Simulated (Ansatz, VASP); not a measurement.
## HfC in VASP and in Ansatz

File INCAR:

```
ALGO     = Normal         # electronic algorithm
EDIFF    = 1E-8           # SCF threshold, eV
ENCUT    = 520            # plane-wave cutoff, eV
GGA      = PS             # functional
ISIF     = 2              # what is computed and relaxed
ISMEAR   = -1             # smearing method
LASPH    = T              # aspherical terms in the spheres
LCHARG   = F              # write CHGCAR
LEFG     = T            
LREAL    = F              # projectors in reciprocal space
LWAVE    = F              # write WAVECAR
NBANDS   = 14             # bands
NELM     = 80             # most SCF steps
PREC     = Accurate       # precision mode
SIGMA    = 0.05           # smearing width, eV
```

The input KPOINTS:

```
k-points
0
Gamma
  14 14 14
```

The input POSCAR:

```
HfC
1.0
    0.0000000000      2.3171388429      2.3171388429
    2.3171388429      0.0000000000      2.3171388429
    2.3171388429      2.3171388429      0.0000000000
Hf C
1 1
Direct
    0.0000000000      0.0000000000      0.0000000000
    0.5000000000      0.5000000000      0.5000000000
```

Input for Ansatz:

```yaml
crystal:
  lattice:
    - [0.0, 2.3171388429, 2.3171388429]
    - [2.3171388429, 0.0, 2.3171388429]
    - [2.3171388429, 2.3171388429, 0.0]
  atoms:
    - { symbol: Hf, position: [0.0, 0.0, 0.0] }
    - { symbol: C, position: [0.5, 0.5, 0.5] }
kpoints:
  mp_grid: { grid: [14, 14, 14] }
  band_path:
    path:
      - [0.0, 0.0, 0.0]
      - [0.5, 0.0, 0.5]
      - [0.625, 0.25, 0.625]
      - [0.375, 0.375, 0.75]
      - [0.0, 0.0, 0.0]
      - [0.5, 0.5, 0.5]
      - [0.5, 0.25, 0.75]
      - [0.5, 0.0, 0.5]
    npoints: 5
scf:
  occupations: { method: fermi_dirac, width: 0.05 }
hamiltonian:
  xc: pbesol
  pseudopotentials: { kind: paw }
output:
  forces: true
  stress: true
  eigenvalues: true
  efg: { contact_densities: true }
```

Alike in both runs: task electric field gradients; functional PBEsol; k mesh 14 × 14 × 14; occupations fermi-dirac, width 0.05 eV; no spin polarisation.

|  | VASP | Ansatz |
| --- | --- | --- |
| version | VASP 6.6.1 | Ansatz 0.2.0 |
| potentials or method | VASP PAW PBE potentials, release 64 (Hf_pv, C) | PAW with Ansatz's default frozen-core files, scalar-relativistic |
| plane-wave cutoff (eV) | 520 | 420 |
| valence electrons in the cell | 14 | 30 |

Ansatz gave:

- pressure (GPa): -4.3

Question: What did VASP give for the same quantities?

Answer: Pressure (GPa): -4.7.

VASP's potentials were made for PBE, not for PBEsol. The functional is the same, so the differences come from potentials, cutoffs and numerics. VASP's potentials hold 14 valence electrons a cell and Ansatz's 30, so a difference there can come from the potentials and not from the codes.

Neither program's run includes spin-orbit coupling.
